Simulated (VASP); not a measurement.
BaS, 2 atoms in the cell. The structure is cubic, space group Fm-3m (No. 225). The conventional cell has a = 6.191 Å, b = 6.191 Å, c = 6.191 Å, α = 90.00°, β = 90.00°, γ = 90.00°. Ba (site symmetry m-3m) has 6 S at 3.10 Å within 4.1 Å. S (site symmetry m-3m) has 6 Ba at 3.10 Å within 4.1 Å. 

* Program: VASP 6.6.1
* Task: single point
* Functional: PBE
* Potentials or basis: VASP PAW PBE potentials, release 64 (Ba_sv, S)
* Cutoff: 500 eV
* k mesh: 4 × 4 × 4
* Occupations: gaussian, width 0.01 eV
* Spin: no spin polarisation
* Dipole correction: no
* Further INCAR settings: ALGO = Normal; EDIFF = 1e-06; NBANDS = 15

Potentials or basis: VASP PAW PBE potentials, release 64 (Ba_sv, S).

The run is started by

```console
$ cat potpaw_PBE.64/Ba_sv/POTCAR potpaw_PBE.64/S/POTCAR > POTCAR
$ mpirun -np 1 vasp_std > vasp.out
```

Hardware: 1 thread of Intel(R) Xeon(R) Platinum 8559C (Emerald Rapids), with other jobs on the host.

**Question.** Estimate the wall time of this run.

**Answer.** Run time: 5 s on 1 thread of Intel(R) Xeon(R) Platinum 8559C (Emerald Rapids), on a shared host, peak memory 0.17 GiB. Counts: scf iterations 13, k points 8.
